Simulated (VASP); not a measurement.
# MgB2: relaxation of cell and atoms with LDA

MgB2:

```
Mg B
1.0
     3.08000    0.00000    0.00000
    -1.54000    2.66736    0.00000
     0.00000    0.00000    3.52000
Mg B
1 2
Cartesian
  0.0000 0.0000 0.0000
  0.0000 1.7782 1.7600
  1.5400 0.8891 1.7600
```

```
Program                : VASP 6.6.1
Task                   : relaxation of cell and atoms
Functional             : LDA
Potentials or basis    : VASP PAW LDA potentials, release 64 (Mg, B)
Cutoff                 : 600 eV
k mesh                 : 24 × 24 × 18
Occupations            : gaussian, width 0.1 eV
Spin                   : no spin polarisation
Dipole correction      : no
Further INCAR settings : ALGO = Normal; EDIFF = 1e-07; IBRION = 2; EDIFFG = -0.003; NSW = 80; ISIF = 3
```

| Item | Value |
| --- | --- |
| Relaxed volume | 9.15 Å³/atom |
| Relaxed cell | a = 3.033 Å, b = 3.033 Å, c = 3.446 Å, α = 90.00°, β = 90.00°, γ = 120.00° |
| Space group after relaxing (to 0.1 Å) | P6/mmm (No. 191) |
| Energy gained by relaxing | 11.8 meV/atom |
| Ionic steps | 5 |
| Pressure after relaxing | 0.0 GPa |
| Band gap on the k mesh | zero (bands 4 and 5 overlap by 3.98 eV) |

The path:
| step | energy change (eV) | largest force (eV/Å) | pressure (GPa) | volume (Å³) |
| --- | --- | --- | --- | --- |
| 1 | 0.0000 | 0.0000 | -7.60 | 28.92 |
| 2 | -0.0288 | 0.0000 | 3.12 | 27.05 |
| 3 | -0.0339 | 0.0000 | -0.11 | 27.55 |
| 4 | -0.0353 | 0.0000 | -0.01 | 27.48 |
| 5 | -0.0354 | 0.0000 | 0.02 | 27.46 |

Final structure:
```
Mg B
1.0
     3.03341    0.00000    0.00000
    -1.51671    2.62701    0.00000
     0.00000    0.00000    3.44598
Mg B
1 2
Direct
  0.00000 0.00000 0.00000
  0.33333 0.66667 0.50000
  0.66667 0.33333 0.50000
```

Levels at points of the mesh, in eV from the Fermi level:
```csv
k point,band 1,band 2,band 3,band 4,band 5,band 6,band 7,band 8
"(0.00, 0.00, 0.00)",-12.60,-2.96,0.39,0.39,1.90,6.48,6.48,8.77
"(0.50, 0.00, 0.00)",-8.55,-7.98,-2.23,0.25,3.24,4.03,5.68,7.60
"(0.00, 0.00, 0.50)",-11.20,-7.65,0.80,0.80,6.80,6.80,8.19,10.47
"(0.50, 0.00, 0.50)",-7.49,-7.01,-3.68,-1.93,-1.34,6.14,9.10,9.18
```

Run time: 5.7 min on 1 thread of AMD EPYC 7R13, on a shared host, peak memory 0.3 GiB.
